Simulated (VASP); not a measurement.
# TiAl (Pm-3m) in VASP: single point with PBE

Aim: the single point of TiAl with PBE.

Program: VASP 6.6.1. These are calculated values, not measurements. Logs are shortened: lines on timing, memory, paths and dates and some standing lists are left out, and cuts for length are marked.

**1. The cell of the first run**

It takes space group Pm-3m (No. 221, cubic). The conventional cell has a = 3.031 Å, b = 3.031 Å, c = 3.031 Å, α = 90.00°, β = 90.00°, γ = 90.00°. Al (site symmetry m-3m) has 8 Ti at 2.62 Å and 6 Al at 3.03 Å within 3.5 Å. Within 3.5 Å of Ti (site symmetry m-3m) lie 8 Al at 2.62 Å and 6 Ti at 3.03 Å.

**2. Single point, PBE**

The input, INCAR:

```
SYSTEM = TiAl
ALGO = Normal
EDIFF = 1E-7
ENCUT = 520
GGA = PE
ISIF = 2
ISMEAR = 0
LASPH = .True.
LCHARG = .False.
LREAL = .False.
LWAVE = .False.
NBANDS = 14
NELM = 100
PREC = Accurate
SIGMA = 0.1
```

The input, KPOINTS:

```
k-points
0
Gamma
  6 6 6
  0 0 0
```

The input, POSCAR:

```
TiAl
1.0
    3.0306581409      0.0000000000      0.0000000000
    0.0000000000      3.0306581409      0.0000000000
    0.0000000000      0.0000000000      3.0306581409
Al Ti
1 1
Direct
    0.0000000000      0.0000000000      0.0000000000
    0.5000000000      0.5000000000      0.5000000000
```

Potentials or basis: VASP PAW PBE potentials, release 64 (Al, Ti_sv).

Launch:

```sh
$ cat potpaw_PBE.64/Al/POTCAR potpaw_PBE.64/Ti_sv/POTCAR > POTCAR
$ mpirun -np 1 vasp_std > vasp.out
```

OUTCAR:

```text
SYSTEM = TiAl
   EDIFF = 1E-7
   ENCUT = 520
   GGA = PE
   ISIF = 2
   ISMEAR = 0
   LASPH = .True.
   LREAL = .False.
   NELM = 100
   PREC = Accurate

 ion  position               nearest neighbor table
   1  0.000  0.000  0.000-   2 2.62   2 2.62   2 2.62   2 2.62   2 2.62   2 2.62   2 2.62   2 2.62

   2  0.500  0.500  0.500-   1 2.62   1 2.62   1 2.62   1 2.62   1 2.62   1 2.62   1 2.62   1 2.62

  LATTYP: Found a simple cubic cell.
 ALAT       =     3.0306581409

  Lattice vectors:

 A1 = (   3.0306581409,   0.0000000000,   0.0000000000)
 A2 = (   0.0000000000,   3.0306581409,   0.0000000000)
 A3 = (   0.0000000000,   0.0000000000,   3.0306581409)

Analysis of symmetry for initial positions (statically):
=====================================================================
 Subroutine PRICEL returns:
 Original cell was already a primitive cell.

 Routine SETGRP: Setting up the symmetry group for a
 simple cubic supercell.

 Subroutine GETGRP returns: Found 48 space group operations
 (whereof 48 operations were pure point group operations)
 out of a pool of 48 trial point group operations.

The static configuration has the point symmetry O_h .

Analysis of symmetry for dynamics (positions and initial velocities):
=====================================================================
 Subroutine PRICEL returns:
 Original cell was already a primitive cell.

 Routine SETGRP: Setting up the symmetry group for a
 simple cubic supercell.

 Subroutine GETGRP returns: Found 48 space group operations
 (whereof 48 operations were pure point group operations)
 out of a pool of 48 trial point group operations.

The dynamic configuration has the point symmetry O_h .

 Subroutine INISYM returns: Found 48 space group operations
 (whereof 48 operations are pure point group operations),
 and found     1 'primitive' translations

----------------------------------------------------------------------------------------

                                     Primitive cell

  volume of cell :      27.8363

  direct lattice vectors                    reciprocal lattice vectors
     3.030658141  0.000000000  0.000000000     0.329961333  0.000000000  0.000000000
     0.000000000  3.030658141  0.000000000     0.000000000  0.329961333  0.000000000
     0.000000000  0.000000000  3.030658141     0.000000000  0.000000000  0.329961333

  length of vectors
     3.030658141  3.030658141  3.030658141     0.329961333  0.329961333  0.329961333

  position of ions in fractional coordinates (direct lattice)
     0.000000000  0.000000000  0.000000000
     0.500000000  0.500000000  0.500000000

  ion indices of the primitive-cell ions
   primitive index   ion index
                 1           1
                 2           2

----------------------------------------------------------------------------------------

 KPOINTS: k-points

Automatic generation of k-mesh.
 Grid dimensions read from file:
 generate k-points for:    6    6    6

 Generating k-lattice:

  Cartesian coordinates                     Fractional coordinates (reciprocal lattice)
     0.054993555  0.000000000  0.000000000     0.166666667  0.000000000  0.000000000
     0.000000000  0.054993555  0.000000000     0.000000000  0.166666667  0.000000000
     0.000000000  0.000000000  0.054993555     0.000000000  0.000000000  0.166666667

  Length of vectors
     0.054993555  0.054993555  0.054993555

  Shift w.r.t. Gamma in fractional coordinates (k-lattice)
     0.000000000  0.000000000  0.000000000

 Subroutine IBZKPT returns following result:
 ===========================================

 Found     20 irreducible k-points:

 Following reciprocal coordinates:
            Coordinates               Weight
  0.000000  0.000000  0.000000      1.000000
  0.166667  0.000000  0.000000      6.000000
  0.333333  0.000000  0.000000      6.000000
  0.500000  0.000000  0.000000      3.000000
  0.166667  0.166667  0.000000     12.000000
  0.333333  0.166667  0.000000     24.000000
[... 12 lines left out ...]
  0.500000  0.500000  0.333333      6.000000
  0.500000  0.500000  0.500000      1.000000
   k-points           NKPTS =     20   k-points in BZ     NKDIM =     20   number of bands    NBANDS=     14
   number of dos      NEDOS =    301   number of ions     NIONS =      2
   total plane-waves  NPLWV =  13824
   dimension x,y,z NGX =    24 NGY =   24 NGZ =   24
   dimension x,y,z NGXF=    48 NGYF=   48 NGZF=   48
   ions per type =               1   1
   NGX,Y,Z   is equivalent  to a cutoff of  13.17, 13.17, 13.17 a.u.
   NGXF,Y,Z  is equivalent  to a cutoff of  26.33, 26.33, 26.33 a.u.
 SYSTEM =  TiAl
   PREC   = accura    normal or accurate (medium, high low for compatibility)
   ISTART =      0    job   : 0-new  1-cont  2-samecut
   ICHARG =      2    charge: 1-file 2-atom 10-const
   ISPIN  =      1    spin polarized calculation?
   LNONCOLLINEAR =      F non collinear calculations
   LSORBIT =      F    spin-orbit coupling
   LASPH  =      T    aspherical Exc in radial PAW
   ENCUT  =  520.0 eV  38.22 Ry    6.18 a.u.   5.64  5.64  5.64*2*pi/ulx,y,z
   NELM   =    100;   NELMIN=  2; NELMDL= -5     # of ELM steps
   EDIFF  = 0.1E-06   stopping-criterion for ELM
   LREAL  =      F    real-space projection
   EDIFFG = 0.1E-05   stopping-criterion for IOM
   NSW    =      0    number of steps for IOM
   IBRION =     -1    ionic relax: 0-MD 1-quasi-New 2-CG
   NFREE  =      0    steps in history (QN), initial steepest desc. (CG)
   ISIF   =      2    stress and relaxation
   ISYM   =      2    0-nonsym 1-usesym 2-fastsym
   POTIM  = 0.5000    time-step for ionic-motion
   TEBEG  =    0.0;   TEEND  =   0.0 temperature during run
   PSTRESS=    0.0 pullay stress
   NELECT =      15.0000    total number of electrons
   NUPDOWN=      -1.0000    fix difference up-down
   EMIN   =  10.00;   EMAX   =-10.00  energy-range for DOS
   EFERMI =   0.00;   METHOD = LEGACY
   ISMEAR =     0;   SIGMA  =   0.10  broadening in eV -4-tet -1-fermi 0-gaus
   EFERMI_NEDOS =   21; number of points for ismear=-14 and -15
   IALGO  =     38    algorithm
   IMIX   =      4    mixing-type and parameters
     AMIX     =   0.40;   BMIX     =  1.00
     AMIX_MAG =   1.60;   BMIX_MAG =  1.00
  volume/ion in A,a.u.               =      13.92        93.92
  Fermi-wavevector in a.u.,A,eV,Ry     =   1.332197  2.517486 24.146907  1.774748
  Thomas-Fermi vector in A             =   2.461150
   LORBIT       =      0    0 simple, 1 ext, 2 COOP (PROOUT), +10 PAW based schemes
   GGA     = PE    functional components
   LHFCALC =     F    Hartree Fock is set to
   AEXX    =    0.0000 exact exchange contribution
   IVDW    =     0    specifies the selected vdW correction
   LEPSILON=     F    determine dielectric tensor
   LRPA    =     F    only Hartree local field effects (RPA)
 non-spin polarized calculation
 Gauss-broadening in eV      SIGMA  =   0.10
  energy-cutoff  :      520.00
  volume of cell :       27.84
 maximum number of plane-waves:       768
 NGX is ok and might be reduce to    24
   NGX = 11   NGY = 11   NGZ = 11

 number of electron      15.0000004 magnetization

 Free energy of the ion-electron system (eV)
  ---------------------------------------------------
  ext. energy  EPLUGINS =         0.00000000
  ---------------------------------------------------
  free energy    TOTEN  =       -11.83984753 eV

  energy without entropy =      -11.82952564  energy(sigma->0) =      -11.83468658

 E-fermi :  10.3831     XC(G=0): -11.7180

 val. band max:       10.3045486450   @ k =   0.3333   0.3333   0.1667
 cond. band min:      10.4619365306   @ k =   0.3333   0.1667   0.0000
 fundamental gap:      0.1573878856
 Fermi energy:        10.3831377548

 k-point     1 :       0.0000    0.0000    0.0000
  band No.  band energies     occupation
      1     -46.2243      2.00000
      2     -22.4081      2.00000
      3     -22.4081      2.00000
      4     -22.4081      2.00000
      5       0.4677      2.00000
      6       8.5661      2.00000
      7       8.5661      2.00000
      8      12.5289      0.00000
      9      12.5289      0.00000
     10      12.5289      0.00000
     11      15.5511      0.00000
     12      15.5511      0.00000
     13      15.5511      0.00000
     14      20.0290      0.00000

 k-point     2 :       0.1667    0.0000    0.0000
  band No.  band energies     occupation
      1     -46.2173      2.00000
      2     -22.4816      2.00000
      3     -22.4017      2.00000
      4     -22.4017      2.00000
      5       0.9643      2.00000
      6       8.3085      2.00000
      7       8.7963      2.00000
      8      11.8240      0.00000
      9      11.8240      0.00000
     10      12.5917      0.00000
     11      14.2475      0.00000
     12      16.5901      0.00000
     13      16.5901      0.00000
     14      19.2684      0.00000

 k-point     3 :       0.3333    0.0000    0.0000
  band No.  band energies     occupation
      1     -46.2031      2.00000
      2     -22.6261      2.00000
      3     -22.3888      2.00000
      4     -22.3888      2.00000
      5       2.3629      2.00000
      6       6.8169      2.00000
      7       9.3340      2.00000
      8      10.9163      0.00000
      9      10.9163      0.00000
     10      12.7211      0.00000
     11      13.7202      0.00000
     12      17.7711      0.00000
     13      18.5777      0.00000
     14      18.5777      0.00000
[... 256 lines left out ...]
 k-point    19 :       0.5000    0.5000    0.3333
  band No.  band energies     occupation
      1     -46.1493      2.00000
      2     -22.6241      2.00000
      3     -22.6241      2.00000
      4     -22.5510      2.00000
      5       6.1751      2.00000
      6       7.1000      2.00000
      7       7.1000      2.00000
      8      11.3528      0.00000
      9      13.0240      0.00000
     10      13.0240      0.00000
     11      13.1570      0.00000
     12      13.7389      0.00000
     13      15.4181      0.00000
     14      18.1240      0.00000

 k-point    20 :       0.5000    0.5000    0.5000
  band No.  band energies     occupation
      1     -46.1427      2.00000
      2     -22.6147      2.00000
      3     -22.6147      2.00000
      4     -22.6147      2.00000
      5       6.8184      2.00000
      6       6.8184      2.00000
      7       6.8184      2.00000
      8      11.9003      0.00000
      9      13.7550      0.00000
     10      13.7550      0.00000
     11      13.7550      0.00000
     12      13.7592      0.00000
     13      13.7592      0.00000
     14      18.0622      0.00000

------------------------ aborting loop because EDIFF is reached ----------------------------------------

  FORCE on cell =-STRESS in cart. coord.  units (eV):
  Direction    XX          YY          ZZ          XY          YZ          ZX
  --------------------------------------------------------------------------------------
  -------------------------------------------------------------------------------------
  Total        3.8746441      3.8746441      3.8746441      0.0000000     -0.0000000      0.0000000
  in kB      223.0137026    223.0137026    223.0137026      0.0000000     -0.0000000      0.0000000
  external PRESSURE =     223.0137026 kB  Pullay stress =       0.0000000 kB

 VOLUME and BASIS-vectors are now :
 -----------------------------------------------------------------------------
  energy-cutoff  :      520.00
  volume of cell :       27.84
      direct lattice vectors                 reciprocal lattice vectors
     3.030658141  0.000000000  0.000000000     0.329961333  0.000000000  0.000000000
     0.000000000  3.030658141  0.000000000     0.000000000  0.329961333  0.000000000
     0.000000000  0.000000000  3.030658141     0.000000000  0.000000000  0.329961333

 POSITION                                       TOTAL-FORCE (eV/Angst)
 -----------------------------------------------------------------------------------
      0.00000      0.00000      0.00000         0.000000      0.000000      0.000000
      1.51533      1.51533      1.51533         0.000000      0.000000      0.000000
 -----------------------------------------------------------------------------------
    total drift:                                0.000000     -0.000000     -0.000000

  FREE ENERGIE OF THE ION-ELECTRON SYSTEM (eV)
  ---------------------------------------------------
  free  energy   TOTEN  =       -11.8398475285 eV

  energy  without entropy=      -11.8295256378  energy(sigma->0) =      -11.83468658
```

Wall time 5.8 s (1 thread of Intel Xeon 6975P-C, shared host); peak memory 0.14 GiB.

What came out:

| Quantity | Value |
| --- | --- |
| Free energy | -11.8398 eV |
| Pressure | 22.3 GPa |
